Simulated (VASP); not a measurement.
# WC (P1) in VASP: a series of runs

The runs below take WC through single point, with PBE.

Everything below comes from runs of VASP 6.6.1. Logs are shortened: lines on timing, memory, paths and dates and some standing lists are left out, and cuts for length are marked.

## 1. The cell of the first run

The typed cell holds 16 atoms: a = 5.974 Å, b = 5.173 Å, c = 5.846 Å, α = 90.00°, β = 90.00°, γ = 90.00°.

## 2. Single point, PBE

Contents of INCAR:

```
SYSTEM = WC
PREC = Accurate
ENCUT = 520
EDIFF = 1E-6
ISMEAR = -1
SIGMA = 0.3
LREAL = Auto
LASPH = .TRUE.
NELM = 60
ALGO = Normal
ISIF = 2
LWAVE = .FALSE.
LCHARG = .FALSE.
GGA = PE
NBANDS = 86
```

Contents of KPOINTS:

```
regular mesh
0
G
  2 2 2
  0 0 0
```

Contents of POSCAR:

```
WC
1.0
   -2.9867990000     -5.1732880000      0.0000000000
    4.4801990000     -2.5866440000      0.0000000000
    0.0000000000      0.0000000000      5.8458020000
W C
8 8
Direct
    0.7620626727      0.4856989675     -0.0087755281
    0.7222245294      0.4852327993      0.5115807891
    0.4841165455      0.0298555520     -0.0148824746
    0.4874706550     -0.0026389754      0.5094082899
    0.2508145379      0.5401841773      0.0091860792
    0.2865996555      0.5373903178      0.5008038247
   -0.0031553249     -0.0125941551      0.0152588131
   -0.0065592215     -0.0318046311      0.5106228367
    0.5364600232      0.6352392519      0.2465701028
    0.4961716745      0.7337542509      0.7721951582
    0.2383083824      0.1190972183      0.2392999284
    0.2299176830      0.2138561045      0.7293438950
   -0.0048203044      0.6394141688      0.2344759539
    0.0128254225      0.6753733392      0.7454067038
    0.7569337209      0.1874490130      0.2412329395
    0.7366405065      0.2080481533      0.7283688363
```

Potentials or basis: VASP PAW PBE potentials, release 64 (W_sv, C).

Run with:

```sh
$ cat potpaw_PBE.64/W_sv/POTCAR potpaw_PBE.64/C/POTCAR > POTCAR
$ mpirun -np 1 vasp_std > vasp.out
```

OUTCAR:

```text
SYSTEM = WC
   PREC = Accurate
   ENCUT = 520
   EDIFF = 1E-6
   ISMEAR = -1
   LREAL = Auto
   LASPH = .TRUE.
   NELM = 60
   ISIF = 2
   GGA = PE

 ion  position               nearest neighbor table
   1  0.762  0.486  0.991-  16 2.11  15 2.13  13 2.14   9 2.15  14 2.30  10 2.41   2 2.81   3 2.88
                             5 2.94   7 2.94   7 2.95   2 3.05   5 3.07   3 3.27
   2  0.722  0.485  0.512-  16 1.92   9 2.06  15 2.22  10 2.41  14 2.42  13 2.43   6 2.62   1 2.81
                             4 2.89   8 2.98   4 3.00   1 3.05   8 3.13   6 3.38
   3  0.484  0.030  0.985-  10 1.98  11 2.14  16 2.32  12 2.33  15 2.36   9 2.57   4 2.79   1 2.88
                             5 2.89   7 2.92   5 2.99   4 3.07   7 3.08   1 3.27
   4  0.487  0.997  0.509-  10 2.05  16 2.25  11 2.26  12 2.30   9 2.44  15 2.45   6 2.67   3 2.79
                             2 2.89   8 2.95   2 3.00   8 3.03   6 3.04   3 3.07
   5  0.251  0.540  0.009-  13 2.08  14 2.21  10 2.25   9 2.25  12 2.35  11 2.56   7 2.77   6 2.88
                             3 2.89   1 2.94   6 2.98   3 2.99   1 3.07   7 3.24
   6  0.287  0.537  0.501-   9 2.17  12 2.17  10 2.26  14 2.29  13 2.39   2 2.62  11 2.67   4 2.67
                             8 2.83   5 2.88   5 2.98   4 3.04   2 3.38   8 3.43
   7  0.997  0.987  0.015-  11 2.06  15 2.21  13 2.21  14 2.26  12 2.47  16 2.56   5 2.77   8 2.90
                             3 2.92   1 2.94   8 2.95   1 2.95   3 3.08   5 3.24
   8  0.993  0.968  0.511-  14 2.05  12 2.29  11 2.29  13 2.35  16 2.35  15 2.40   6 2.83   7 2.90
                             7 2.95   4 2.95   2 2.98   4 3.03   2 3.13   6 3.43
   9  0.536  0.635  0.247-   2 2.06   1 2.15   6 2.17   5 2.25   4 2.44   3 2.57
  10  0.496  0.734  0.772-   3 1.98   4 2.05   5 2.25   6 2.26   2 2.41   1 2.41
  11  0.238  0.119  0.239-   7 2.06   3 2.14   4 2.26   8 2.29   5 2.56   6 2.67
  12  0.230  0.214  0.729-   6 2.17   8 2.29   4 2.30   3 2.33   5 2.35   7 2.47
  13  0.995  0.639  0.234-   5 2.08   1 2.14   7 2.21   8 2.35   6 2.39   2 2.43
  14  0.013  0.675  0.745-   8 2.05   5 2.21   7 2.26   6 2.29   1 2.30   2 2.42
  15  0.757  0.187  0.241-   1 2.13   7 2.21   2 2.22   3 2.36   8 2.40   4 2.45
  16  0.737  0.208  0.728-   2 1.92   1 2.11   4 2.25   3 2.32   8 2.35   7 2.56

  LATTYP: Found a simple orthorhombic cell.
 ALAT       =     5.1732881480
 B/A-ratio  =     1.1299973697
 C/A-ratio  =     1.1547004841

  Lattice vectors:

 A1 = (   4.4801990000,  -2.5866440000,   0.0000000000)
 A2 = (   0.0000000000,   0.0000000000,   5.8458020000)
 A3 = (  -2.9867990000,  -5.1732880000,   0.0000000000)

Analysis of symmetry for initial positions (statically):
=====================================================================
 Subroutine PRICEL returns:
 Original cell was already a primitive cell.

 Routine SETGRP: Setting up the symmetry group for a
 simple orthorhombic supercell.

 Subroutine GETGRP returns: Found  1 space group operations
 (whereof  1 operations were pure point group operations)
 out of a pool of  8 trial point group operations.

The static configuration has the point symmetry C_1 .

Analysis of symmetry for dynamics (positions and initial velocities):
=====================================================================
 Subroutine PRICEL returns:
 Original cell was already a primitive cell.

 Routine SETGRP: Setting up the symmetry group for a
 simple orthorhombic supercell.

 Subroutine GETGRP returns: Found  1 space group operations
 (whereof  1 operations were pure point group operations)
 out of a pool of  8 trial point group operations.

The dynamic configuration has the point symmetry C_1 .

 Subroutine INISYM returns: Found  1 space group operations
 (whereof  1 operations are pure point group operations),
 and found     1 'primitive' translations

----------------------------------------------------------------------------------------

                                     Primitive cell

  volume of cell :     180.6537

  direct lattice vectors                    reciprocal lattice vectors
    -2.986799000 -5.173288000  0.000000000    -0.083701641 -0.144975501  0.000000000
     4.480199000 -2.586644000  0.000000000     0.167403283 -0.096650323  0.000000000
     0.000000000  0.000000000  5.845802000     0.000000000  0.000000000  0.171062927

  length of vectors
     5.973598329  5.173288148  5.845802000     0.167403288  0.193300657  0.171062927

  position of ions in fractional coordinates (direct lattice)
     0.762062673  0.485698967  0.991224472
     0.722224529  0.485232799  0.511580789
     0.484116546  0.029855552  0.985117525
     0.487470655  0.997361025  0.509408290
     0.250814538  0.540184177  0.009186079
     0.286599655  0.537390318  0.500803825
[... 8 lines left out ...]
     0.756933721  0.187449013  0.241232940
     0.736640507  0.208048153  0.728368836

  ion indices of the primitive-cell ions
   primitive index   ion index
                 1           1
                 2           2
                 3           3
                 4           4
                 5           5
                 6           6
[... 8 lines left out ...]
                15          15
                16          16

----------------------------------------------------------------------------------------

 KPOINTS: regular mesh

Automatic generation of k-mesh.
 Grid dimensions read from file:
 generate k-points for:    2    2    2

 Generating k-lattice:

  Cartesian coordinates                     Fractional coordinates (reciprocal lattice)
    -0.041850821 -0.072487751  0.000000000     0.500000000 -0.000000000  0.000000000
     0.083701641 -0.048325162  0.000000000     0.000000000  0.500000000  0.000000000
     0.000000000  0.000000000  0.085531463     0.000000000  0.000000000  0.500000000

  Length of vectors
     0.083701644  0.096650329  0.085531463

  Shift w.r.t. Gamma in fractional coordinates (k-lattice)
     0.000000000  0.000000000  0.000000000

 Subroutine IBZKPT returns following result:
 ===========================================

 Found      8 irreducible k-points:

 Following reciprocal coordinates:
            Coordinates               Weight
  0.000000  0.000000  0.000000      1.000000
  0.500000  0.000000  0.000000      1.000000
  0.000000  0.500000  0.000000      1.000000
  0.500000  0.500000  0.000000      1.000000
  0.000000  0.000000  0.500000      1.000000
  0.500000  0.000000  0.500000      1.000000
  0.000000  0.500000  0.500000      1.000000
  0.500000  0.500000  0.500000      1.000000
   k-points           NKPTS =      8   k-points in BZ     NKDIM =      8   number of bands    NBANDS=     86
   number of dos      NEDOS =    301   number of ions     NIONS =     16
   total plane-waves  NPLWV =  92160
   dimension x,y,z NGX =    48 NGY =   40 NGZ =   48
   dimension x,y,z NGXF=    96 NGYF=   80 NGZF=   96
   ions per type =               8   8
   NGX,Y,Z   is equivalent  to a cutoff of  13.36, 12.85, 13.65 a.u.
   NGXF,Y,Z  is equivalent  to a cutoff of  26.72, 25.71, 27.30 a.u.
 SYSTEM =  WC
   PREC   = accura    normal or accurate (medium, high low for compatibility)
   ISTART =      0    job   : 0-new  1-cont  2-samecut
   ICHARG =      2    charge: 1-file 2-atom 10-const
   ISPIN  =      1    spin polarized calculation?
   LNONCOLLINEAR =      F non collinear calculations
   LSORBIT =      F    spin-orbit coupling
   LASPH  =      T    aspherical Exc in radial PAW
   ENCUT  =  520.0 eV  38.22 Ry    6.18 a.u.  11.11  9.62 10.87*2*pi/ulx,y,z
   NELM   =     60;   NELMIN=  2; NELMDL= -5     # of ELM steps
   EDIFF  = 0.1E-05   stopping-criterion for ELM
   LREAL  =      T    real-space projection
   EDIFFG = 0.1E-04   stopping-criterion for IOM
   NSW    =      0    number of steps for IOM
   IBRION =     -1    ionic relax: 0-MD 1-quasi-New 2-CG
   NFREE  =      0    steps in history (QN), initial steepest desc. (CG)
   ISIF   =      2    stress and relaxation
   ISYM   =      2    0-nonsym 1-usesym 2-fastsym
   POTIM  = 0.5000    time-step for ionic-motion
   TEBEG  =    0.0;   TEEND  =   0.0 temperature during run
   PSTRESS=    0.0 pullay stress
   NELECT =     144.0000    total number of electrons
   NUPDOWN=      -1.0000    fix difference up-down
   EMIN   =  10.00;   EMAX   =-10.00  energy-range for DOS
   EFERMI =   0.00;   METHOD = LEGACY
   ISMEAR =    -1;   SIGMA  =   0.30  broadening in eV -4-tet -1-fermi 0-gaus
   EFERMI_NEDOS =   21; number of points for ismear=-14 and -15
   IALGO  =     38    algorithm
   IMIX   =      4    mixing-type and parameters
     AMIX     =   0.40;   BMIX     =  1.00
     AMIX_MAG =   1.60;   BMIX_MAG =  1.00
  volume/ion in A,a.u.               =      11.29        76.19
  Fermi-wavevector in a.u.,A,eV,Ry     =   1.517912  2.868439 31.348616  2.304058
  Thomas-Fermi vector in A             =   2.627104
   LORBIT       =      0    0 simple, 1 ext, 2 COOP (PROOUT), +10 PAW based schemes
   GGA     = PE    functional components
   LHFCALC =     F    Hartree Fock is set to
   AEXX    =    0.0000 exact exchange contribution
   IVDW    =     0    specifies the selected vdW correction
   LEPSILON=     F    determine dielectric tensor
   LRPA    =     F    only Hartree local field effects (RPA)
 non-spin polarized calculation
  energy-cutoff  :      520.00
  volume of cell :      180.65
 maximum number of plane-waves:      4904
 NGX is ok and might be reduce to    48
   NGX = 23   NGY = 19   NGZ = 21

 number of electron     144.0000006 magnetization

 Free energy of the ion-electron system (eV)
  ---------------------------------------------------
  ext. energy  EPLUGINS =         0.00000000
  ---------------------------------------------------
  free energy    TOTEN  =      -172.97762830 eV

  energy without entropy =     -171.44138581  energy(sigma->0) =     -172.20950705

 E-fermi :  10.3092     XC(G=0): -13.2923

 val. band max:       10.2375931981   @ k =   0.0000   0.0000   0.5000
 cond. band min:      10.4113908776   @ k =   0.5000   0.0000   0.5000
 fundamental gap:      0.1737976795
 Fermi energy:        10.3091947588

 k-point     1 :       0.0000    0.0000    0.0000
  band No.  band energies     occupation
      1     -64.2663      2.00000
      2     -64.1215      2.00000
      3     -64.0783      2.00000
      4     -64.0721      2.00000
      5     -64.0503      2.00000
      6     -64.0356      2.00000
[... 685 lines left out ...]
     83      13.3221      0.00009
     84      13.4934      0.00005
 [bands above 84 left out]

------------------------ aborting loop because EDIFF is reached ----------------------------------------

  FORCE on cell =-STRESS in cart. coord.  units (eV):
  Direction    XX          YY          ZZ          XY          YZ          ZX
  --------------------------------------------------------------------------------------
  -------------------------------------------------------------------------------------
  Total       -3.8224970     -8.1278922    -11.0168115     -2.5566503      1.1288980     -4.1370543
  in kB      -33.9008779    -72.0844737    -97.7056583    -22.6743645     10.0119456    -36.6906168
  external PRESSURE =     -67.8970033 kB  Pullay stress =       0.0000000 kB

 VOLUME and BASIS-vectors are now :
 -----------------------------------------------------------------------------
  energy-cutoff  :      520.00
  volume of cell :      180.65
      direct lattice vectors                 reciprocal lattice vectors
    -2.986799000 -5.173288000  0.000000000    -0.083701641 -0.144975501  0.000000000
     4.480199000 -2.586644000  0.000000000     0.167403283 -0.096650323  0.000000000
     0.000000000  0.000000000  5.845802000     0.000000000  0.000000000  0.171062927

 POSITION                                       TOTAL-FORCE (eV/Angst)
 -----------------------------------------------------------------------------------
     -0.10010     -5.19870      5.79450         2.516856     -0.746172      1.383858
      0.01680     -4.99140      2.99060         0.631950     -5.635766     -2.969130
     -1.31220     -2.58170      5.75880        -0.304299     -1.215089      3.051741
      3.01240     -5.10164      2.97790         2.031999     -2.270043     -2.819936
      1.67100     -2.69480      0.05370        -3.672213      0.870792     -1.156158
      1.55160     -2.87270      2.92760        -0.431414      5.162777      0.106344
[... 8 lines left out ...]
     -1.42100     -4.40070      1.41020        -1.817462      1.937028      0.517461
     -1.26810     -4.34900      4.25790        -4.073881      2.246930      2.477120
 -----------------------------------------------------------------------------------
    total drift:                                0.015800     -0.009999      0.005809

  FREE ENERGIE OF THE ION-ELECTRON SYSTEM (eV)
  ---------------------------------------------------
  free  energy   TOTEN  =      -172.9776282981 eV

  energy  without entropy=     -171.4413858103  energy(sigma->0) =     -172.20950705
```

Wall time 4.8 min (1 thread of Intel Xeon Platinum 8488C (Sapphire Rapids), shared host); peak memory 0.33 GiB.

Results:

| Quantity | Value |
| --- | --- |
| Free energy | -172.9776 eV |
| Pressure | -6.8 GPa |
| Largest force | 6.401 eV/Å |
| Band gap on the k mesh | 0.17 eV (least direct gap 0.28 eV) |

Forces on the atoms (eV/Å):
```
W    2.517 -0.746  1.384
W    0.632 -5.636 -2.969
W   -0.304 -1.215  3.052
W    2.032 -2.270 -2.820
W   -3.672  0.871 -1.156
W   -0.431  5.163  0.106
W    2.041 -0.358 -1.780
W    3.214 -1.756 -1.501
C    3.128  1.841 -0.953
C   -3.566  2.086 -1.174
C    0.808 -1.468  1.131
C   -1.775 -0.194  0.996
C    0.883 -1.292  1.818
C    0.385  0.791  0.873
C   -1.817  1.937  0.517
C   -4.074  2.247  2.477
```

Levels at points of the mesh, in eV from the valence-band top:
```tsv
k point	band 68	band 69	band 70	band 71	band 72	band 73	band 74	band 75	band 76	band 77
(0.00, 0.00, 0.00)	-0.91	-0.83	-0.58	-0.35	-0.05	0.39	0.48	0.98	1.35	1.87
(0.50, 0.00, 0.00)	-1.50	-1.05	-0.66	-0.40	-0.04	0.44	0.72	1.01	1.26	1.38
(0.00, 0.50, 0.00)	-1.31	-0.69	-0.63	-0.27	-0.16	0.74	1.18	1.35	1.88	2.08
(0.50, 0.50, 0.00)	-1.69	-1.30	-1.23	-0.73	-0.36	0.62	1.08	1.54	1.61	1.72
(0.00, 0.00, 0.50)	-1.38	-1.06	-0.72	-0.37	0.00	0.28	0.41	0.81	1.26	1.72
(0.50, 0.00, 0.50)	-1.13	-1.06	-0.92	-0.82	-0.66	0.17	0.42	0.55	0.86	1.78
(0.00, 0.50, 0.50)	-1.46	-1.39	-1.04	-0.80	-0.64	0.38	0.71	0.80	1.30	1.32
(0.50, 0.50, 0.50)	-1.77	-1.34	-1.10	-0.96	-0.50	0.26	0.80	1.06	1.28	1.40
```

Caveat: the k points lie up to 0.61 Å⁻¹ apart; so wide a smearing shifts energies and pressures; spin-orbit coupling is left out, which moves the levels of the heavy elements; forces of over 1 eV/Å act on the atoms, so gaps and moduli don't describe the material at rest. A k mesh can miss the band edges.

## 3. Single point, PBE

Contents of INCAR:

```
  PREC = Accurate
  ENCUT = 520
  EDIFF = 1E-6
  ISMEAR = -1
  SIGMA = 0.3
  LREAL = Auto
  LASPH = True
  NELM = 80
  ALGO = Normal
  ISIF = 2
  LWAVE = False
  LCHARG = False
  GGA = PE
  NBANDS = 86
```

Contents of KPOINTS:

```
Automatic mesh
0
Gamma
  2 2 2
```

Contents of POSCAR:

```
WC
1.0
   -2.9867990000     -5.1732880000      0.0000000000
    4.4801990000     -2.5866440000      0.0000000000
    0.0000000000      0.0000000000      5.8458020000
W C
8 8
Direct
    0.7527099931      0.4777674953     -0.0297991619
    0.7527319581      0.4930716380      0.4842107208
    0.4750373987      0.0209904130     -0.0295083549
    0.4726690505      0.0202373706      0.4894965652
    0.2413954892      0.5101558671     -0.0302268192
    0.2723310439      0.4845093018      0.4769576527
    0.0051406208      0.0049895108      0.0129836761
   -0.0359830056     -0.0196585030      0.4941665831
    0.5213121052      0.6962312332      0.2361523705
    0.5223414858      0.6866724062      0.7452869598
    0.2219847453      0.1904432851      0.2534126199
    0.2163923512      0.1755324838      0.7538572124
    0.0382794198      0.6755353798      0.2375208740
    0.0038325509      0.6872121214      0.7508636112
    0.7400870125      0.1440541255      0.2118785412
    0.7847486765      0.1466645928      0.7814667688
```

Potentials or basis: VASP PAW PBE potentials, release 64 (W_sv, C).

Run with:

```sh
$ cat potpaw_PBE.64/W_sv/POTCAR potpaw_PBE.64/C/POTCAR > POTCAR
$ mpirun -np 1 vasp_std > vasp.out
```

Wall time 5.4 min (1 thread of Intel Xeon Platinum 8488C (Sapphire Rapids), shared host); peak memory 0.32 GiB.

Results (log left out):

| Item | Value |
| --- | --- |
| Free energy | -173.9341 eV |
| Pressure | -11.9 GPa |
| Largest force | 5.064 eV/Å |
| Band gap on the k mesh | zero (bands 72 and 73 overlap by 0.19 eV) |

Forces on the atoms (eV/Å):
```
W    2.981 -1.722  2.469
W    0.911 -0.529 -0.344
W   -3.258 -1.074  2.463
W   -3.301 -0.840 -0.942
W   -0.663 -1.554  1.928
W    4.494  0.001  1.245
W   -1.032  0.967 -2.120
W    0.222 -3.291 -0.047
C   -0.692  1.866  0.092
C   -0.246  1.789 -0.980
C   -1.907 -0.150 -0.810
C   -0.896 -1.520 -1.757
C    0.133  2.480  0.659
C   -1.307  1.282 -0.970
C    1.735 -0.153  2.530
C    2.824  2.448 -3.417
```

Stress tensor (GPa, compression positive):
```
 -7.03  -0.84   0.92
 -0.84 -12.63  -1.94
  0.92  -1.94 -16.11
```

Levels at points of the mesh, in eV from the Fermi level:
```tsv
k point	band 68	band 69	band 70	band 71	band 72	band 73	band 74	band 75	band 76	band 77
(0.00, 0.00, 0.00)	-0.99	-0.94	-0.76	-0.43	-0.32	-0.05	0.49	0.77	1.63	1.73
(0.50, 0.00, 0.00)	-1.28	-0.96	-0.84	-0.34	0.13	0.29	0.50	0.58	0.89	1.22
(0.00, 0.50, 0.00)	-1.70	-1.04	-0.64	-0.46	0.10	0.85	0.94	1.50	1.65	1.89
(0.50, 0.50, 0.00)	-1.73	-1.52	-1.38	-1.20	-1.08	0.96	1.09	1.43	1.48	1.59
(0.00, 0.00, 0.50)	-1.34	-1.21	-1.01	-0.19	0.13	0.21	0.42	0.56	1.01	1.80
(0.50, 0.00, 0.50)	-1.32	-1.09	-1.04	-0.84	-0.53	0.01	0.23	0.35	0.49	1.88
(0.00, 0.50, 0.50)	-1.49	-1.30	-1.21	-1.01	-0.90	0.43	0.72	0.83	1.08	1.63
(0.50, 0.50, 0.50)	-1.60	-1.44	-1.35	-1.12	-0.90	0.63	0.94	1.11	1.20	1.44
```

Caveat: the k points lie up to 0.61 Å⁻¹ apart; so wide a smearing shifts energies and pressures; spin-orbit coupling is left out, which moves the levels of the heavy elements; forces of over 1 eV/Å act on the atoms, so gaps and moduli don't describe the material at rest.

(Part 1 of 2 ends here.)

The gap in the log of VASP goes by the Fermi energy; the results here count the filled bands.